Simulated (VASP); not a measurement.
Write the native input for VASP 6.6.1 that does the following.

- Task: single point
- Functional: LDA
- Potentials or basis: VASP PAW LDA potentials, release 64 (Ta_pv, Os)
- Cutoff: 520 eV
- k mesh: 9 × 9 × 3
- Occupations: methfessel-paxton, width 0.3 eV
- Spin: no spin polarisation
- Dipole correction: no
- Further INCAR settings: ALGO = Normal; EDIFF = 1e-07; NBANDS = 26

The structure of TaOs3 lies in POSCAR:

```
TaOs3
1.0
    2.7876500000      0.0000000000      0.0000000000
   -1.3938200000      2.4141700000      0.0000000000
    0.0000000000      0.0000000000      9.0869900000
Ta Os
1 3
Direct
    0.6666666667      0.3333333333      0.0000000000
    0.6666666667      0.3333333333      0.5000000000
    0.3333333333      0.6666666667      0.2647900000
    0.3333333333      0.6666666667      0.7352100000
```

The input as run:

INCAR

```
SYSTEM = TaOs3
PREC = Accurate ; ENCUT = 520
EDIFF = 1E-7 ; ISMEAR = 1
SIGMA = 0.3 ; LREAL = .FALSE.
LASPH = .TRUE. ; NELM = 100
ALGO = Normal ; ISIF = 2
LWAVE = .FALSE. ; LCHARG = .FALSE.
GGA = CA ; NBANDS = 26
```

KPOINTS

```
Automatic mesh
0
G
  9 9 3
  0 0 0
```

Potentials or basis: VASP PAW LDA potentials, release 64 (Ta_pv, Os).

The run is started by

```bash
$ cat potpaw_LDA.64/Ta_pv/POTCAR potpaw_LDA.64/Os/POTCAR > POTCAR
$ mpirun -np 1 vasp_std > vasp.out
```

It gave:

```yaml
Pressure: -15.8 GPa
Largest_force: 0.278 eV/Å
```

It took 42 s on 1 thread of Intel(R) Xeon(R) Platinum 8488C (Sapphire Rapids), with other jobs on the host, peak memory 0.18 GiB.
